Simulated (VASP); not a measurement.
Input of a VASP 6.6.1 run:

INCAR

```
SYSTEM = Cs
PREC = Accurate
ENCUT = 520
EDIFF = 1E-6
ISMEAR = -1
SIGMA = 0.1
LREAL = .False.
LASPH = .True.
NELM = 80
ALGO = Normal
ISIF = 2
LWAVE = .False.
LCHARG = .False.
NBANDS = 10
```

The input KPOINTS:

```
Automatic mesh
0
Gamma
  8 8 8
  0 0 0
```

File POSCAR:

```
Cs
1.0
   -2.8840810378      2.8840810378      2.8840810378
    2.8840810378     -2.8840810378      2.8840810378
    2.8840810378      2.8840810378     -2.8840810378
Cs
1
Direct
    0.0000000000      0.0000000000      0.0000000000
```

Potentials or basis: VASP PAW LDA potentials, release 64 (Cs_sv).

Command:

```bash
$ cat potpaw_LDA.64/Cs_sv/POTCAR > POTCAR
$ mpirun -np 1 vasp_std > vasp.out
```

Task: Estimate the pressure.

Result: 0.0 GPa.
